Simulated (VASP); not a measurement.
# Be3Sn (I4/mmm) in VASP: single point with PBE

Aim: the single point of Be3Sn with PBE.

Program: VASP 6.6.1. These are calculated values, not measurements. Logs are shortened: lines on timing, memory, paths and dates and some standing lists are left out, and cuts for length are marked.

### 1 The cell of the first run

It takes space group I4/mmm (No. 139, tetragonal). Conventional cell: a = 3.732 Å, b = 3.732 Å, c = 7.454 Å, α = 90.00°, β = 90.00°, γ = 90.00°. Within 3.5 Å of Be (site symmetry 4/mmm) lie 8 Be at 2.64 Å and 4 Sn at 2.64 Å. Within 3.5 Å of Be (site symmetry -4m2) lie 8 Be at 2.64 Å and 4 Sn at 2.64 Å. Within 3.5 Å of Sn (site symmetry 4/mmm) lie 12 Be at 2.64 Å.

### 2 Single point, PBE

INCAR

```
PREC     = Accurate       # precision mode
ENCUT    = 520            # plane-wave cutoff, eV
EDIFF    = 1E-7           # SCF threshold, eV
ISMEAR   = 0              # smearing method
SIGMA    = 0.1            # smearing width, eV
LREAL    = F              # projectors in reciprocal space
LASPH    = T              # aspherical terms in the spheres
NELM     = 60             # most SCF steps
ALGO     = Fast           # electronic algorithm
ISIF     = 2              # what is computed and relaxed
LWAVE    = F              # write WAVECAR
LCHARG   = T              # write CHGCAR
GGA      = PE             # functional
LELF     = T              # ELF
LVHAR    = T            
NBANDS   = 18             # bands
```

KPOINTS

```
Automatic mesh
0
Gamma
  18 18 18
```

POSCAR

```
Be3Sn
1.0
   -1.8661448569      1.8661448569      3.7268411144
    1.8661448569     -1.8661448569      3.7268411144
    1.8661448569      1.8661448569     -3.7268411144
Be Sn
3 1
Direct
    0.5000000000      0.5000000000      0.0000000000
    0.2500000000      0.7500000000      0.5000000000
    0.7500000000      0.2500000000      0.5000000000
    0.0000000000      0.0000000000      0.0000000000
```

Potentials or basis: VASP PAW PBE potentials, release 64 (Be, Sn_d).

The run is started by

```sh
> cat potpaw_PBE.64/Be/POTCAR potpaw_PBE.64/Sn_d/POTCAR > POTCAR
> mpirun -np 1 vasp_std > vasp.out
```

OUTCAR:

```text
PREC = Accurate
   ENCUT = 520
   EDIFF = 1E-7
   ISMEAR = 0
   LREAL = F
   LASPH = T
   NELM = 60
   ISIF = 2
   GGA = PE

 ion  position               nearest neighbor table
   1  0.500  0.500  0.000-   4 2.64   4 2.64   4 2.64   4 2.64
   2  0.250  0.750  0.500-   4 2.64   4 2.64   4 2.64   4 2.64
   3  0.750  0.250  0.500-   4 2.64   4 2.64   4 2.64   4 2.64
   4  0.000  0.000  0.000-   3 2.64   2 2.64   2 2.64   3 2.64   2 2.64   3 2.64   3 2.64   2 2.64
                             1 2.64   1 2.64   1 2.64   1 2.64

  LATTYP: Found a body centered tetragonal cell.
 ALAT       =     3.7322897138
 C/A-ratio  =     1.9970802913

  Lattice vectors:

 A1 = (  -1.8661448569,   1.8661448569,   3.7268411144)
 A2 = (   1.8661448569,  -1.8661448569,   3.7268411144)
 A3 = (   1.8661448569,   1.8661448569,  -3.7268411144)

Analysis of symmetry for initial positions (statically):
=====================================================================
 Subroutine PRICEL returns:
 Original cell was already a primitive cell.

 Routine SETGRP: Setting up the symmetry group for a
 body centered tetragonal supercell.

 Subroutine GETGRP returns: Found 16 space group operations
 (whereof 16 operations were pure point group operations)
 out of a pool of 16 trial point group operations.

The static configuration has the point symmetry D_4h.

Analysis of symmetry for dynamics (positions and initial velocities):
=====================================================================
 Subroutine PRICEL returns:
 Original cell was already a primitive cell.

 Routine SETGRP: Setting up the symmetry group for a
 body centered tetragonal supercell.

 Subroutine GETGRP returns: Found 16 space group operations
 (whereof 16 operations were pure point group operations)
 out of a pool of 16 trial point group operations.

The dynamic configuration has the point symmetry D_4h.

 Subroutine INISYM returns: Found 16 space group operations
 (whereof 16 operations are pure point group operations),
 and found     1 'primitive' translations

----------------------------------------------------------------------------------------

                                     Primitive cell

  volume of cell :      51.9148

  direct lattice vectors                    reciprocal lattice vectors
    -1.866144857  1.866144857  3.726841114     0.000000000  0.267932041  0.134161877
     1.866144857 -1.866144857  3.726841114     0.267932041  0.000000000  0.134161877
     1.866144857  1.866144857 -3.726841114     0.267932041  0.267932041  0.000000000

  length of vectors
     4.566655006  4.566655006  4.566655006     0.299644769  0.299644769  0.378913126

  position of ions in fractional coordinates (direct lattice)
     0.500000000  0.500000000  0.000000000
     0.250000000  0.750000000  0.500000000
     0.750000000  0.250000000  0.500000000
     0.000000000  0.000000000  0.000000000

  ion indices of the primitive-cell ions
   primitive index   ion index
                 1           1
                 2           2
                 3           3
                 4           4

----------------------------------------------------------------------------------------

 KPOINTS: Automatic mesh

Automatic generation of k-mesh.
 Grid dimensions read from file:
 generate k-points for:   18   18   18

 Generating k-lattice:

  Cartesian coordinates                     Fractional coordinates (reciprocal lattice)
     0.000000000  0.014885113  0.007453438     0.055555556 -0.000000000  0.000000000
     0.014885113  0.000000000  0.007453438    -0.000000000  0.055555556  0.000000000
     0.014885113  0.014885113  0.000000000     0.000000000  0.000000000  0.055555556

  Length of vectors
     0.016646932  0.016646932  0.021050729

  Shift w.r.t. Gamma in fractional coordinates (k-lattice)
     0.000000000  0.000000000  0.000000000

 Subroutine IBZKPT returns following result:
 ===========================================

 Found    480 irreducible k-points:

 Following reciprocal coordinates:
            Coordinates               Weight
  0.000000  0.000000  0.000000      1.000000
  0.055556 -0.000000  0.000000      8.000000
  0.111111 -0.000000  0.000000      8.000000
  0.166667  0.000000 -0.000000      8.000000
  0.222222 -0.000000  0.000000      8.000000
  0.277778  0.000000  0.000000      8.000000
[... 16 lines left out ...]
 -0.277778  0.055556  0.000000     16.000000
 -0.222222  0.055556  0.000000     16.000000
 [... further k-points ...]
   k-points           NKPTS =    480   k-points in BZ     NKDIM =    480   number of bands    NBANDS=     18
   number of dos      NEDOS =    301   number of ions     NIONS =      4
   total plane-waves  NPLWV =  46656
   dimension x,y,z NGX =    36 NGY =   36 NGZ =   36
   dimension x,y,z NGXF=    72 NGYF=   72 NGZF=   72
   ions per type =               3   1
   NGX,Y,Z   is equivalent  to a cutoff of  13.11, 13.11, 13.11 a.u.
   NGXF,Y,Z  is equivalent  to a cutoff of  26.21, 26.21, 26.21 a.u.
 SYSTEM =  unknown system
   PREC   = accura    normal or accurate (medium, high low for compatibility)
   ISTART =      0    job   : 0-new  1-cont  2-samecut
   ICHARG =      2    charge: 1-file 2-atom 10-const
   ISPIN  =      1    spin polarized calculation?
   LNONCOLLINEAR =      F non collinear calculations
   LSORBIT =      F    spin-orbit coupling
   LASPH  =      T    aspherical Exc in radial PAW
   ENCUT  =  520.0 eV  38.22 Ry    6.18 a.u.   8.49  8.49  8.49*2*pi/ulx,y,z
   NELM   =     60;   NELMIN=  2; NELMDL= -5     # of ELM steps
   EDIFF  = 0.1E-06   stopping-criterion for ELM
   LREAL  =      F    real-space projection
   EDIFFG = 0.1E-05   stopping-criterion for IOM
   NSW    =      0    number of steps for IOM
   IBRION =     -1    ionic relax: 0-MD 1-quasi-New 2-CG
   NFREE  =      0    steps in history (QN), initial steepest desc. (CG)
   ISIF   =      2    stress and relaxation
   ISYM   =      2    0-nonsym 1-usesym 2-fastsym
   POTIM  = 0.5000    time-step for ionic-motion
   TEBEG  =    0.0;   TEEND  =   0.0 temperature during run
   PSTRESS=    0.0 pullay stress
   NELECT =      20.0000    total number of electrons
   NUPDOWN=      -1.0000    fix difference up-down
   EMIN   =  10.00;   EMAX   =-10.00  energy-range for DOS
   EFERMI =   0.00;   METHOD = LEGACY
   ISMEAR =     0;   SIGMA  =   0.10  broadening in eV -4-tet -1-fermi 0-gaus
   EFERMI_NEDOS =   21; number of points for ismear=-14 and -15
   IALGO  =     68    algorithm
   IMIX   =      4    mixing-type and parameters
     AMIX     =   0.40;   BMIX     =  1.00
     AMIX_MAG =   1.60;   BMIX_MAG =  1.00
  volume/ion in A,a.u.               =      12.98        87.58
  Fermi-wavevector in a.u.,A,eV,Ry     =   1.191208  2.251057 19.306351  1.418977
  Thomas-Fermi vector in A             =   2.327275
   LORBIT       =      0    0 simple, 1 ext, 2 COOP (PROOUT), +10 PAW based schemes
   GGA     = PE    functional components
   LHFCALC =     F    Hartree Fock is set to
   AEXX    =    0.0000 exact exchange contribution
   IVDW    =     0    specifies the selected vdW correction
   LEPSILON=     F    determine dielectric tensor
   LRPA    =     F    only Hartree local field effects (RPA)
 non-spin polarized calculation
 RMM-DIIS sequential band-by-band and
 Gauss-broadening in eV      SIGMA  =   0.10
  energy-cutoff  :      520.00
  volume of cell :       51.91
 maximum number of plane-waves:      1419
 NGX is ok and might be reduce to    36
   NGX = 17   NGY = 17   NGZ = 17

 number of electron      20.0000000 magnetization

 Free energy of the ion-electron system (eV)
  ---------------------------------------------------
  ext. energy  EPLUGINS =         0.00000000
  ---------------------------------------------------
  free energy    TOTEN  =       -12.76419255 eV

  energy without entropy =      -12.75804015  energy(sigma->0) =      -12.76111635

 E-fermi :   7.8830     XC(G=0): -10.5308

 val. band max:        7.8707397556   @ k =   0.4444   0.1667   0.0000
 cond. band min:       7.8842023399   @ k =  -0.0556  -0.1667   0.0556
 fundamental gap:      0.0134625843
 Fermi energy:         7.8830442154

 k-point     1 :       0.0000    0.0000    0.0000
  band No.  band energies     occupation
      1     -13.7510      2.00000
      2     -13.7248      2.00000
      3     -13.7122      2.00000
      4     -13.7122      2.00000
      5     -13.6821      2.00000
      6      -3.8913      2.00000
[... 10 lines left out ...]
     17      13.8139      0.00000
     18      13.8139      0.00000

 k-point     2 :       0.0556   -0.0000    0.0000
  band No.  band energies     occupation
      1     -13.7495      2.00000
      2     -13.7242      2.00000
      3     -13.7128      2.00000
      4     -13.7119      2.00000
      5     -13.6828      2.00000
      6      -3.8548      2.00000
[... 10 lines left out ...]
     17      13.5884      0.00000
     18      13.7683      0.00000

 k-point     3 :       0.1111   -0.0000    0.0000
  band No.  band energies     occupation
      1     -13.7456      2.00000
      2     -13.7221      2.00000
      3     -13.7145      2.00000
      4     -13.7111      2.00000
      5     -13.6851      2.00000
      6      -3.7455      2.00000
[... 10 lines left out ...]
     17      13.0308      0.00000
     18      13.6692      0.00000

 k-point     4 :       0.1667    0.0000   -0.0000
  band No.  band energies     occupation
      1     -13.7409      2.00000
      2     -13.7192      2.00000
      3     -13.7154      2.00000
      4     -13.7099      2.00000
      5     -13.6885      2.00000
      6      -3.5640      2.00000
[... 10 lines left out ...]
     17      13.1474      0.00000
     18      13.8135      0.00000

 k-point     5 :       0.2222   -0.0000    0.0000
  band No.  band energies     occupation
      1     -13.7374      2.00000
      2     -13.7215      2.00000
      3     -13.7085      2.00000
      4     -13.7085      2.00000
      5     -13.6927      2.00000
      6      -3.3118      2.00000
[... 10 lines left out ...]
     17      13.5571      0.00000
     18      14.7237      0.00000

 k-point     6 :       0.2778    0.0000    0.0000
  band No.  band energies     occupation
      1     -13.7357      2.00000
      2     -13.7245      2.00000
      3     -13.7073      2.00000
      4     -13.6985      2.00000
      5     -13.6969      2.00000
      6      -2.9922      2.00000
[... 307 lines left out ...]
 k-point    21 :      -0.3889    0.0556    0.0000
  band No.  band energies     occupation
      1     -13.7353      2.00000
      2     -13.7272      2.00000
      3     -13.7086      2.00000
      4     -13.7026      2.00000
      5     -13.6795      2.00000
      6      -2.2395      2.00000
[... 10 lines left out ...]
     17      15.5384      0.00000
     18      16.4166      0.00000

 k-point    22 :      -0.3333    0.0556    0.0000
  band No.  band energies     occupation
      1     -13.7337      2.00000
      2     -13.7267      2.00000
      3     -13.7077      2.00000
      4     -13.7014      2.00000
      5     -13.6883      2.00000
      6      -2.6534      2.00000
[... 10 lines left out ...]
     17      15.4953      0.00000
     18      16.0945      0.00000

 k-point    23 :      -0.2778    0.0556    0.0000
  band No.  band energies     occupation
      1     -13.7336      2.00000
      2     -13.7247      2.00000
      3     -13.7084      2.00000
      4     -13.6991      2.00000
      5     -13.6976      2.00000
      6      -3.0224      2.00000
[... 10 lines left out ...]
     17      14.5142      0.00000
     18      15.5925      0.00000

 k-point    24 :      -0.2222    0.0556    0.0000
  band No.  band energies     occupation
      1     -13.7353      2.00000
      2     -13.7215      2.00000
      3     -13.7099      2.00000
      4     -13.7087      2.00000
      5     -13.6936      2.00000
      6      -3.3297      2.00000
[... 10 lines left out ...]
     17      13.7150      0.00000
     18      14.6068      0.00000

 [... further k-points ...]

------------------------ aborting loop because EDIFF is reached ----------------------------------------

  FORCE on cell =-STRESS in cart. coord.  units (eV):
  Direction    XX          YY          ZZ          XY          YZ          ZX
  --------------------------------------------------------------------------------------
  -------------------------------------------------------------------------------------
  Total        0.0032214      0.0032214      0.0050616      0.0000000      0.0000000      0.0000000
  in kB        0.0994188      0.0994188      0.1562077      0.0000000      0.0000000      0.0000000
  external PRESSURE =       0.1183484 kB  Pullay stress =       0.0000000 kB

 VOLUME and BASIS-vectors are now :
 -----------------------------------------------------------------------------
  energy-cutoff  :      520.00
  volume of cell :       51.91
      direct lattice vectors                 reciprocal lattice vectors
    -1.866144857  1.866144857  3.726841114     0.000000000  0.267932041  0.134161877
     1.866144857 -1.866144857  3.726841114     0.267932041  0.000000000  0.134161877
     1.866144857  1.866144857 -3.726841114     0.267932041  0.267932041  0.000000000

 POSITION                                       TOTAL-FORCE (eV/Angst)
 -----------------------------------------------------------------------------------
      0.00000      0.00000      3.72684         0.000000     -0.000000     -0.000000
      1.86614      0.00000      1.86342        -0.000000     -0.000000      0.000000
      0.00000      1.86614      1.86342        -0.000000      0.000000     -0.000000
      0.00000      0.00000      0.00000         0.000000     -0.000000     -0.000000
 -----------------------------------------------------------------------------------
    total drift:                               -0.000000      0.000000      0.000000

  FREE ENERGIE OF THE ION-ELECTRON SYSTEM (eV)
  ---------------------------------------------------
  free  energy   TOTEN  =       -12.7641925524 eV

  energy  without entropy=      -12.7580401533  energy(sigma->0) =      -12.76111635
```

Run time: 13 min. Hardware: 1 thread of Intel Xeon Platinum 8259CL at 2.50GHz (Skylake/Cascade Lake), shared host; peak memory 0.54 GiB.

What came out:

```
Free energy            : -12.7642 eV
Pressure               : 0.0 GPa
Band gap on the k mesh : zero (bands 10 and 11 overlap by 4.71 eV)
```

Levels at points of the mesh, in eV from the Fermi level:
| k point | band 7 | band 8 | band 9 | band 10 | band 11 | band 12 | band 13 | band 14 |
| --- | --- | --- | --- | --- | --- | --- | --- | --- |
| (0.00, 0.00, 0.00) | -2.99 | -0.51 | -0.51 | 0.34 | 0.34 | 0.64 | 1.66 | 1.91 |
| (0.50, 0.00, 0.00) | -7.64 | -3.52 | -2.90 | 0.33 | 0.89 | 2.93 | 3.55 | 5.67 |
| (0.50, 0.50, 0.00) | -6.25 | -5.18 | -4.49 | -2.94 | -1.55 | 2.64 | 2.73 | 4.73 |
| (0.50, 0.50, 0.50) | -8.01 | -2.97 | -2.97 | 0.53 | 1.29 | 5.20 | 5.78 | 5.78 |

Caveat: spin-orbit coupling is left out, which moves the levels of the heavy elements.
